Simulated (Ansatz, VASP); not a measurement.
# Cu5W in VASP and in Ansatz

Contents of INCAR:

```
ALGO = Normal ; EDIFF = 1E-6
ENCUT = 700 ; GGA = PS
GGA_COMPAT = False ; ISIF = 2
ISMEAR = -1 ; LASPH = True
LCHARG = False ; LREAL = False
LWAVE = False ; NBANDS = 64
NELM = 120 ; PREC = Accurate
SIGMA = 0.0202
```

File KPOINTS:

```
k-points
0
Gamma
  8 8 8
```

Contents of POSCAR:

```
Cu5W
1.0
    0.0000000000      3.3691140000      3.3691140000
    3.3691140000      0.0000000000      3.3691140000
    3.3691140000      3.3691140000      0.0000000000
W Cu
1 5
Direct
    0.0000000000      0.0000000000      0.0000000000
    0.2500000000      0.2500000000      0.2500000000
    0.6250000000      0.6250000000      0.6250000000
    0.1250000000      0.6250000000      0.6250000000
    0.6250000000      0.6250000000      0.1250000000
    0.6250000000      0.1250000000      0.6250000000
```

Input for Ansatz:

```yaml
crystal:
  lattice:
    - [0.0, 3.369114, 3.369114]
    - [3.369114, 0.0, 3.369114]
    - [3.369114, 3.369114, 0.0]
  atoms:
    - { symbol: W, position: [0.0, 0.0, 0.0] }
    - { symbol: Cu, position: [0.25, 0.25, 0.25] }
    - { symbol: Cu, position: [0.625, 0.625, 0.625] }
    - { symbol: Cu, position: [0.125, 0.625, 0.625] }
    - { symbol: Cu, position: [0.625, 0.625, 0.125] }
    - { symbol: Cu, position: [0.625, 0.125, 0.625] }
  symmetry: { tolerance: 0.0003 }
kpoints:
  mp_grid: { grid: [8, 8, 8], shift: [0, 0, 0] }
magnetization:
  spin_polarized: false
scf:
  occupations: { method: fermi_dirac, width: 0.0202 }
hamiltonian:
  pseudopotentials: { kind: paw }
  xc: pbesol
basis:
  ecutwfc: 420
output:
  forces: true
  stress: true
  eigenvalues: true
```

Alike in both runs: task single point; functional PBEsol; k mesh 8 × 8 × 8; occupations fermi-dirac, width 0.0202 eV; no spin polarisation.

```csv
,VASP,Ansatz
version,VASP 6.6.1,Ansatz 0.2.0
potentials or method,"VASP PAW PBE potentials, release 64 (W_sv, Cu_sv_GW), cutoff 700 eV",PAW plane waves
valence electrons in the cell,109,109
```

|  | VASP | Ansatz | Ansatz less VASP |
| --- | --- | --- | --- |
| gap on the k mesh at the Fermi level (eV) | none | none | - |
| pressure (GPa) | -12.2 | -8.7 | +3.41 |

VASP's potentials were made for PBE, not for PBEsol. A gap of «none» marks a metal or a gap that the smearing closes.

Neither program's run includes spin-orbit coupling.
